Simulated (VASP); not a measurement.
Set up this calculation in VASP 6.6.1, as the native input.

```yaml
Task: single point
Functional: r2SCAN
Potentials_or_basis: VASP PAW PBE potentials, release 64 (Ti_sv, Al)
Cutoff: 520 eV
k_mesh: 10 × 10 × 3
Occupations: fermi-dirac, width 0.05 eV
Spin: no spin polarisation
Dipole_correction: no
Further_INCAR_settings: ALGO = Normal; EDIFF = 1e-06; NBANDS = 28
```

The system is Ti3Al.

```
Ti Al
1.0
     2.86778    0.00000    0.00000
    -1.43389    2.48357    0.00000
     0.00000    0.00000    9.03802
Ti Al
3 1
Direct
  0.33333 0.66667 0.24941
  0.33333 0.66667 0.75059
  0.66667 0.33333 0.00000
  0.66667 0.33333 0.50000
```

The input as run:

POSCAR

```
Ti3Al
1.0
    2.8677796942      0.0000000000      0.0000000000
   -1.4338898471      2.4835700677      0.0000000000
    0.0000000000      0.0000000000      9.0380160492
Ti Al
3 1
Direct
    0.3333333333      0.6666666667      0.2494060000
    0.3333333333      0.6666666667      0.7505940000
    0.6666666667      0.3333333333      0.0000000000
    0.6666666667      0.3333333333      0.5000000000
```

INCAR.step1

```
SYSTEM = Ti3Al
ALGO = Normal ; EDIFF = 1E-4
ENCUT = 520 ; GGA = PE
ISMEAR = -1 ; LASPH = .True.
LCHARG = .False. ; LREAL = .False.
LWAVE = .True. ; NBANDS = 28
NELM = 60 ; PREC = Accurate
SIGMA = 0.05
```

INCAR.step2

```
SYSTEM = Ti3Al
ALGO = Normal ; EDIFF = 1E-6
ENCUT = 520 ; ISIF = 2
ISMEAR = -1 ; ISTART = 1
LASPH = .True. ; LCHARG = .False.
LMIXTAU = .True. ; LREAL = .False.
LWAVE = .False. ; METAGGA = R2SCAN
NBANDS = 28 ; NELM = 60
PREC = Accurate ; SIGMA = 0.05
```

KPOINTS

```
k-points
0
Gamma
  10 10 3
  0 0 0
```

Potentials or basis: VASP PAW PBE potentials, release 64 (Ti_sv, Al).

Launch:

```console
$ cat potpaw_PBE.64/Ti_sv/POTCAR potpaw_PBE.64/Al/POTCAR > POTCAR
$ cp INCAR.step1 INCAR
$ mpirun -np 1 vasp_std > vasp.out
$ cp INCAR.step2 INCAR
$ mpirun -np 1 vasp_std > vasp.out
```

It gave:

* Pressure: 7.4 GPa
* Largest force: 0.044 eV/Å

Caveat: the PAW data sets were made with another functional, which shifts forces and pressure a little.

It took 2.3 min on 1 thread of Intel(R) Xeon(R) 6975P-C (Granite Rapids), with other jobs on the host, peak memory 0.22 GiB.
